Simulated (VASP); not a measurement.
# LiCl in VASP: further runs

Runs on LiCl. Level: PBE. Tasks: relaxation of cell and atoms, single point.

All numbers are computed with VASP 6.6.1; they aren't measurements. Logs are shortened: lines on timing, memory, paths and dates and some standing lists are left out, and cuts for length are marked.

## 1. The cell of the first run

The structure is cubic, space group Fm-3m (No. 225). The conventional cell has a = 5.151 Å, b = 5.151 Å, c = 5.151 Å, α = 90.00°, β = 90.00°, γ = 90.00°. Li (site symmetry m-3m) has 6 Cl at 2.58 Å within 3.4 Å. Within 3.4 Å of Cl (site symmetry m-3m) lie 6 Li at 2.58 Å.

## 2. Relaxation of cell and atoms, PBE

The input, INCAR:

```
PREC = Accurate ; ENCUT = 600
EDIFF = 1E-6 ; ISMEAR = 0
SIGMA = 0.02 ; LREAL = False
LASPH = True ; NELM = 60
ALGO = Normal ; ISIF = 3
LWAVE = False ; LCHARG = False
GGA = PE ; IBRION = 2
NSW = 100 ; EDIFFG = -0.01
```

The input, KPOINTS:

```
regular mesh
0
Gamma
  8 8 8
```

The input, POSCAR:

```
LiCl
1.0
    0.0000000000      2.5754113221      2.5754113221
    2.5754113221      0.0000000000      2.5754113221
    2.5754113221      2.5754113221      0.0000000000
Li Cl
1 1
Direct
    0.5000000000      0.5000000000      0.5000000000
    0.0000000000      0.0000000000      0.0000000000
```

Potentials or basis: VASP PAW PBE potentials, release 64 (Li_sv, Cl).

On the command line:

```
> cat potpaw_PBE.64/Li_sv/POTCAR potpaw_PBE.64/Cl/POTCAR > POTCAR
> mpirun -np 1 vasp_std > vasp.out
```

OUTCAR:

```text
PREC = Accurate
   ENCUT = 600
   EDIFF = 1E-6
   ISMEAR = 0
   LREAL = False
   LASPH = True
   NELM = 60
   ISIF = 3
   GGA = PE
   IBRION = 2
   NSW = 100
   EDIFFG = -0.01

 ion  position               nearest neighbor table
   1  0.500  0.500  0.500-   2 2.58   2 2.58   2 2.58   2 2.58   2 2.58   2 2.58
   2  0.000  0.000  0.000-   1 2.58   1 2.58   1 2.58   1 2.58   1 2.58   1 2.58

  LATTYP: Found a face centered cubic cell.
 ALAT       =     5.1508226442

  Lattice vectors:

 A1 = (   0.0000000000,   2.5754113221,   2.5754113221)
 A2 = (   2.5754113221,   0.0000000000,   2.5754113221)
 A3 = (   2.5754113221,   2.5754113221,   0.0000000000)

Analysis of symmetry for initial positions (statically):
=====================================================================
 Subroutine PRICEL returns:
 Original cell was already a primitive cell.

 Routine SETGRP: Setting up the symmetry group for a
 face centered cubic supercell.

 Subroutine GETGRP returns: Found 48 space group operations
 (whereof 48 operations were pure point group operations)
 out of a pool of 48 trial point group operations.

The static configuration has the point symmetry O_h .

Analysis of symmetry for dynamics (positions and initial velocities):
=====================================================================
 Subroutine PRICEL returns:
 Original cell was already a primitive cell.

 Routine SETGRP: Setting up the symmetry group for a
 face centered cubic supercell.

 Subroutine GETGRP returns: Found 48 space group operations
 (whereof 48 operations were pure point group operations)
 out of a pool of 48 trial point group operations.

The dynamic configuration has the point symmetry O_h .

 Subroutine INISYM returns: Found 48 space group operations
 (whereof 48 operations are pure point group operations),
 and found     1 'primitive' translations

----------------------------------------------------------------------------------------

                                     Primitive cell

  volume of cell :      34.1641

  direct lattice vectors                    reciprocal lattice vectors
     0.000000000  2.575411322  2.575411322    -0.194143745  0.194143745  0.194143745
     2.575411322  0.000000000  2.575411322     0.194143745 -0.194143745  0.194143745
     2.575411322  2.575411322  0.000000000     0.194143745  0.194143745 -0.194143745

  length of vectors
     3.642181620  3.642181620  3.642181620     0.336266831  0.336266831  0.336266831

  position of ions in fractional coordinates (direct lattice)
     0.500000000  0.500000000  0.500000000
     0.000000000  0.000000000  0.000000000

  ion indices of the primitive-cell ions
   primitive index   ion index
                 1           1
                 2           2

----------------------------------------------------------------------------------------

 KPOINTS: regular mesh

Automatic generation of k-mesh.
 Grid dimensions read from file:
 generate k-points for:    8    8    8

 Generating k-lattice:

  Cartesian coordinates                     Fractional coordinates (reciprocal lattice)
    -0.024267968  0.024267968  0.024267968     0.125000000  0.000000000  0.000000000
     0.024267968 -0.024267968  0.024267968     0.000000000  0.125000000  0.000000000
     0.024267968  0.024267968 -0.024267968     0.000000000  0.000000000  0.125000000

  Length of vectors
     0.042033354  0.042033354  0.042033354

  Shift w.r.t. Gamma in fractional coordinates (k-lattice)
     0.000000000  0.000000000  0.000000000

 Subroutine IBZKPT returns following result:
 ===========================================

 Found     29 irreducible k-points:

 Following reciprocal coordinates:
            Coordinates               Weight
  0.000000  0.000000  0.000000      1.000000
  0.125000  0.000000  0.000000      8.000000
  0.250000  0.000000  0.000000      8.000000
  0.375000  0.000000  0.000000      8.000000
  0.500000  0.000000  0.000000      4.000000
  0.125000  0.125000  0.000000      6.000000
[... 16 lines left out ...]
[... 50 lines left out ...]
      1     -43.0557      2.00000
      2     -12.6060      2.00000
      3      -1.0649      2.00000
      4       0.3546      2.00000
      5       0.3546      2.00000
      6       7.6649      0.00000
      7      11.1634      0.00000
      8      11.1634      0.00000
      9      11.4166      0.00000

 k-point     4 :       0.3750    0.0000    0.0000
  band No.  band energies     occupation
      1     -43.0548      2.00000
      2     -12.4032      2.00000
      3      -1.9397      2.00000
      4       0.2695      2.00000
      5       0.2695      2.00000
      6       7.4134      0.00000
      7      10.2844      0.00000
      8      10.2844      0.00000
      9      12.5571      0.00000

 k-point     5 :       0.5000    0.0000    0.0000
  band No.  band energies     occupation
      1     -43.0545      2.00000
      2     -12.3139      2.00000
      3      -2.2751      2.00000
      4       0.2360      2.00000
      5       0.2360      2.00000
      6       7.2331      0.00000
      7       9.9809      0.00000
      8       9.9809      0.00000
      9      13.3348      0.00000

 k-point     6 :       0.1250    0.1250    0.0000
  band No.  band energies     occupation
      1     -43.0565      2.00000
      2     -12.7678      2.00000
      3       0.0214      2.00000
      4       0.3086      2.00000
      5       0.3086      2.00000
      6       7.4574      0.00000
      7      11.4386      0.00000
      8      11.9544      0.00000
      9      12.4803      0.00000
[... 169 lines left out ...]
 k-point    21 :       0.5000    0.5000    0.0000
  band No.  band energies     occupation
      1     -43.0536      2.00000
      2     -12.0777      2.00000
      3      -2.3492      2.00000
      4      -0.5911      2.00000
      5      -0.5911      2.00000
      6       8.3436      0.00000
      7       8.7979      0.00000
      8      12.8205      0.00000
      9      14.5094      0.00000

 k-point    22 :       0.3750    0.2500    0.1250
  band No.  band energies     occupation
      1     -43.0550      2.00000
      2     -12.4531      2.00000
      3      -1.2690      2.00000
      4      -0.3553      2.00000
      5       0.1595      2.00000
      6       8.8688      0.00000
      7      10.1395      0.00000
      8      10.2767      0.00000
      9      12.1219      0.00000

 k-point    23 :       0.5000    0.2500    0.1250
  band No.  band energies     occupation
      1     -43.0543      2.00000
      2     -12.2789      2.00000
      3      -1.7822      2.00000
      4      -0.6943      2.00000
      5       0.0077      2.00000
      6       8.8455      0.00000
      7       9.8477      0.00000
      8      10.8212      0.00000
      9      11.8071      0.00000

 k-point    24 :      -0.3750    0.2500    0.1250
  band No.  band energies     occupation
      1     -43.0539      2.00000
      2     -12.2029      2.00000
      3      -2.0073      2.00000
      4      -0.7883      2.00000
      5      -0.0788      2.00000
      6       8.6742      0.00000
      7       9.7915      0.00000
      8      11.0061      0.00000
      9      12.1621      0.00000

 [... further k-points ...]
[... 5 lines left out ...]
  --------------------------------------------------------------------------------------
  -------------------------------------------------------------------------------------
  Total       -0.0192603     -0.0192603     -0.0192603      0.0000000      0.0000000      0.0000000
  in kB       -0.9032393     -0.9032393     -0.9032393      0.0000000      0.0000000      0.0000000
  external PRESSURE =      -0.9032393 kB  Pullay stress =       0.0000000 kB

 VOLUME and BASIS-vectors are now :
 -----------------------------------------------------------------------------
  energy-cutoff  :      600.00
  volume of cell :       34.16
      direct lattice vectors                 reciprocal lattice vectors
     0.000000000  2.575411322  2.575411322    -0.194143745  0.194143745  0.194143745
     2.575411322  0.000000000  2.575411322     0.194143745 -0.194143745  0.194143745
     2.575411322  2.575411322  0.000000000     0.194143745  0.194143745 -0.194143745

 POSITION                                       TOTAL-FORCE (eV/Angst)
 -----------------------------------------------------------------------------------
      2.57541      2.57541      2.57541         0.000000     -0.000000      0.000000
      0.00000      0.00000      0.00000        -0.000000      0.000000     -0.000000
 -----------------------------------------------------------------------------------
    total drift:                                0.000000      0.000000      0.000000

  FREE ENERGIE OF THE ION-ELECTRON SYSTEM (eV)
  ---------------------------------------------------
  free  energy   TOTEN  =        -7.3859210889 eV

  energy  without entropy=       -7.3859210889  energy(sigma->0) =       -7.38592109

 reached required accuracy - stopping structural energy minimisation
```

Run time: 12 s. Hardware: 1 thread of Intel Xeon 6975P-C (Granite Rapids), shared host; peak memory 0.16 GiB.

Results:

```
Free energy             : -7.3859 eV
Pressure after relaxing : -0.1 GPa
Band gap on the k mesh  : 6.27 eV, direct
```

Final structure:
```xyz
2
Lattice="0.0000 2.5754 2.5754 2.5754 0.0000 2.5754 2.5754 2.5754 0.0000" Properties=species:S:1:pos:R:3 pbc="T T T"
Li    2.5754    2.5754    2.5754
Cl    0.0000    0.0000    0.0000
```

Levels at points of the mesh, in eV from the valence-band top:
```csv
k point,band 2,band 3,band 4,band 5,band 6,band 7,band 8,band 9
"(0.00, 0.00, 0.00)",-13.35,0.00,0.00,0.00,6.27,11.93,11.93,11.93
"(0.50, 0.00, 0.00)",-12.80,-2.76,-0.25,-0.25,6.75,9.49,9.49,12.85
"(0.50, 0.50, 0.00)",-12.56,-2.84,-1.08,-1.08,7.86,8.31,12.33,14.02
```

Caveat: the cutoff is under 1.25 times the usual one of these potentials, so pressure, stress and relaxed cells hold a basis-set (Pulay) error; the relaxation stopped at its first step, so nothing moved.

## 3. Single point, PBE

This run uses another cell than the first one: it holds 8 atoms, not 2.

The input, INCAR:

```
PREC = Accurate ; ENCUT = 520
EDIFF = 1E-6 ; ISMEAR = 0
SIGMA = 0.1 ; LREAL = False
LASPH = True ; NELM = 80
ALGO = Normal ; ISIF = 2
LWAVE = False ; LCHARG = True
GGA = PE ; LELF = True
LVHAR = True ; NBANDS = 30
```

The input, KPOINTS:

```
Automatic mesh
0
Gamma
  4 2 2
```

The input, POSCAR:

```
LiCl
1.0
    0.0000000000      2.5754113221      2.5754113221
    5.1508226442      2.5754113221     -2.5754113221
   -5.1508226442      2.5754113221     -2.5754113221
Li Cl
4 4
Direct
    0.0000000000      0.2500000000      0.7500000000
    0.5000000000      0.7500000000      0.7500000000
    0.5000000000      0.2500000000      0.2500000000
    0.0000000000      0.7500000000      0.2500000000
    0.0000000000      0.0000000000      0.0000000000
    0.5000000000      0.5000000000      0.0000000000
    0.5000000000      1.0000000000      0.5000000000
    0.0000000000      0.5000000000      0.5000000000
```

Potentials or basis: VASP PAW PBE potentials, release 64 (Li_sv, Cl).

On the command line:

```
> cat potpaw_PBE.64/Li_sv/POTCAR potpaw_PBE.64/Cl/POTCAR > POTCAR
> mpirun -np 1 vasp_std > vasp.out
```

Run time: 22 s. Hardware: 1 thread of AMD EPYC 9R45 (Zen 5), shared host; peak memory 0.2 GiB.

Results (log left out):

* Free energy: -29.5317 eV
* Band gap on the k mesh: 6.27 eV

Levels at points of the mesh, in eV from the valence-band top:
| k point | band 17 | band 18 | band 19 | band 20 | band 21 | band 22 | band 23 | band 24 |
| --- | --- | --- | --- | --- | --- | --- | --- | --- |
| (0.00, 0.00, 0.00) | -0.25 | 0.00 | 0.00 | 0.00 | 6.27 | 6.74 | 6.74 | 7.86 |
| (0.50, 0.00, 0.00) | -1.04 | -1.04 | -0.27 | -0.27 | 8.16 | 8.16 | 9.51 | 9.51 |
| (0.00, 0.50, 0.00) | -0.13 | -0.13 | -0.13 | -0.13 | 7.18 | 7.18 | 8.16 | 8.16 |
| (0.50, 0.50, 0.00) | -0.70 | -0.70 | -0.70 | -0.70 | 8.16 | 8.16 | 8.16 | 8.16 |
| (0.00, 0.50, 0.50) | -0.58 | -0.58 | -0.27 | -0.27 | 8.16 | 8.16 | 8.47 | 8.47 |
| (0.50, 0.50, 0.50) | -0.25 | -0.25 | -0.25 | -0.25 | 6.74 | 6.74 | 7.86 | 7.86 |

Caveat: the k points lie up to 0.53 Å⁻¹ apart; the cutoff is under 1.25 times the usual one of these potentials, so pressure, stress and relaxed cells hold a basis-set (Pulay) error. A k mesh can miss the band edges.

## 4. Single point, PBE

This run uses another cell than the first one: it holds 8 atoms, not 2.

The input, INCAR:

```
SYSTEM = LiCl
ALGO     = Normal         ! electronic algorithm
EDIFF    = 1E-7           ! SCF threshold, eV
ENCUT    = 520            ! plane-wave cutoff, eV
GGA      = PE             ! functional
ISIF     = 2              ! what is computed and relaxed
ISMEAR   = 0              ! smearing method
LASPH    = .TRUE.         ! aspherical terms in the spheres
LCHARG   = .FALSE.        ! write CHGCAR
LREAL    = .FALSE.        ! projectors in reciprocal space
LWAVE    = .FALSE.        ! write WAVECAR
NBANDS   = 30             ! bands
NELM     = 60             ! most SCF steps
PREC     = Accurate       ! precision mode
SIGMA    = 0.1            ! smearing width, eV
```

The input, KPOINTS:

```
k-points
0
G
  4 2 2
  0 0 0
```

The input, POSCAR:

```
LiCl
1.0
    0.0001586852      2.5775369337      2.5802747998
    5.1468056000      2.5763077835     -2.5789567398
   -5.1471775774      2.5764225430     -2.5793912010
Li Cl
4 4
Direct
    0.0005529560      0.2502961049      0.7504395784
    0.4995919305      0.7489769593      0.7499383151
    0.4994045721      0.2495097987      0.2492988698
    0.0017631817      0.7509141718      0.2511554583
   -0.0000624180      0.0001864540     -0.0002922284
    0.5003740181      0.5003303348     -0.0000623594
    0.4990144196      0.9999617762      0.4997909479
   -0.0006386598      0.4998244003      0.4997314185
```

On the command line:

```
> cat potpaw_PBE.64/Li_sv/POTCAR potpaw_PBE.64/Cl/POTCAR > POTCAR
> mpirun -np 1 vasp_std > vasp.out
```

It took 34 s on 1 thread of AMD EPYC 9R45 (Zen 5), shared host; peak memory 0.21 GiB.

It converged, with:

```yaml
Free_energy: -29.5317 eV
Largest_force: 0.009 eV/Å
Band_gap_on_the_k_mesh: 6.26 eV
```

Forces on the atoms (eV/Å):
```
Li   0.001 -0.002  0.000
Li   0.005  0.002 -0.001
Li   0.000  0.003 -0.001
Li   0.001 -0.008  0.001
Cl  -0.003 -0.001  0.000
Cl  -0.002 -0.002  0.000
Cl  -0.001  0.006  0.002
Cl  -0.001  0.003  0.000
```

Levels at points of the mesh, in eV from the valence-band top:
```
           k point  band 17  band 18  band 19  band 20  band 21  band 22  band 23  band 24
(0.00, 0.00, 0.00)    -0.25    -0.01     0.00     0.00     6.26     6.74     6.74     7.85
(0.50, 0.00, 0.00)    -1.04    -1.04    -0.28    -0.28     8.15     8.15     9.50     9.50
(0.00, 0.50, 0.00)    -0.14    -0.14    -0.13    -0.13     7.17     7.17     8.14     8.15
(0.00, 0.00, 0.50)    -0.14    -0.14    -0.13    -0.13     7.17     7.17     8.14     8.15
(0.50, 0.50, 0.00)    -0.70    -0.70    -0.70    -0.70     8.15     8.15     8.15     8.16
(0.50, 0.00, 0.50)    -0.70    -0.70    -0.70    -0.70     8.15     8.15     8.15     8.16
(0.00, 0.50, 0.50)    -0.58    -0.58    -0.28    -0.28     8.15     8.15     8.46     8.46
(0.50, 0.50, 0.50)    -0.26    -0.25    -0.25    -0.25     6.74     6.74     7.85     7.85
```

Caveat: the k points lie up to 0.53 Å⁻¹ apart; the cutoff is under 1.25 times the usual one of these potentials, so pressure, stress and relaxed cells hold a basis-set (Pulay) error. A k mesh can miss the band edges.

## 5. Single point, PBE

This run uses another cell than the first one: it holds 6 atoms, not 2.

The input, INCAR:

```
PREC     = Accurate       # precision mode
ENCUT    = 520            # plane-wave cutoff, eV
EDIFF    = 1E-6           # SCF threshold, eV
ISMEAR   = 0              # smearing method
SIGMA    = 0.1            # smearing width, eV
LREAL    = False          # projectors in reciprocal space
LASPH    = True           # aspherical terms in the spheres
NELM     = 80             # most SCF steps
ALGO     = Normal         # electronic algorithm
ISIF     = 2              # what is computed and relaxed
LWAVE    = False          # write WAVECAR
LCHARG   = False          # write CHGCAR
GGA      = PE             # functional
NBANDS   = 24             # bands
```

The input, KPOINTS:

```
regular mesh
0
Gamma
  4 6 6
```

The input, POSCAR:

```
LiCl
1.0
    3.5721202657     -0.6315258844      0.3645895271
   -0.6670622520      6.2261285654     -0.6180213526
    0.6670420246     -3.6482864741      5.0832119485
Li Cl
3 3
Direct
    0.3331514181      0.7499360043      0.9166462549
    0.6666927466      0.0831728936      0.5831790175
    0.0001493979      0.4163543910      0.2497323286
    0.3332986265      0.2501882375      0.4168455545
    0.9999761951      0.9168392505      0.7501429936
    0.6667316158      0.5835092231      0.0834538509
```

On the command line:

```
> cat potpaw_PBE.64/Li_sv/POTCAR potpaw_PBE.64/Cl/POTCAR > POTCAR
> mpirun -np 1 vasp_std > vasp.out
```

Wall time 1.9 min (1 thread of AMD EPYC 9R45 (Zen 5), shared host); peak memory 0.28 GiB.

Results (log left out):

```yaml
Free_energy: -22.1554 eV
Band_gap_on_the_k_mesh: 6.26 eV
```

Levels at points of the mesh, in eV from the valence-band top:
```
           k point  band 13  band 14  band 15  band 16  band 17  band 18
(0.00, 0.00, 0.00)    -0.02    -0.01     0.00     6.26     8.11     8.11
(0.50, 0.00, 0.00)    -1.09    -0.62    -0.62     7.84     8.29     8.99
(0.00, 0.50, 0.00)    -0.52    -0.27    -0.26     6.73     8.12     8.12
(0.00, 0.00, 0.50)    -0.52    -0.27    -0.26     6.73     8.12     8.12
(0.50, 0.50, 0.00)    -0.78    -0.26    -0.25     6.74     8.87     8.87
(0.50, 0.00, 0.50)    -0.78    -0.26    -0.25     6.74     8.87     8.87
(0.00, 0.50, 0.50)    -0.68    -0.07    -0.07     7.72     7.72     7.85
(0.50, 0.50, 0.50)    -1.07    -0.61    -0.61     7.85     8.31     8.97
```

Caveat: the k points lie up to 0.45 Å⁻¹ apart; the cutoff is under 1.25 times the usual one of these potentials, so pressure, stress and relaxed cells hold a basis-set (Pulay) error.

## 6. Summary

```csv
task,cell,k mesh,cutoff (eV),smearing,gap on the mesh (eV)
relaxation of cell and atoms,"relaxed from a = 3.642 Å, angles 60.0°, 2 atoms",8 × 8 × 8,600,gaussian 0.02 eV,6.27
single point,"a = 3.642, b = 6.308, c = 6.308 Å, angles 109.5, 90.0, 90.0°, 8 atoms",4 × 2 × 2,520,gaussian 0.1 eV,6.27
single point,"a = 3.647, b = 6.307, c = 6.308 Å, angles 109.4, 90.0, 90.0°, 8 atoms",4 × 2 × 2,520,gaussian 0.1 eV,6.26
single point,"a = 3.646, b = 6.292, c = 6.292 Å, angles 131.6, 73.4, 106.6°, 6 atoms",4 × 6 × 6,520,gaussian 0.1 eV,6.26
```

Alike in all rows: level PBE; potentials or basis VASP PAW PBE potentials, release 64 (Li_sv, Cl); no spin polarisation.

Caveats: some runs use coarse meshes; the cutoff is under 1.25 times the usual one of these potentials, so pressure, stress and relaxed cells hold a basis-set (Pulay) error; the relaxation stopped at its first step, so nothing moved (some runs).

Total energies depend on the potentials used, so only differences within one code and one set of settings carry meaning.
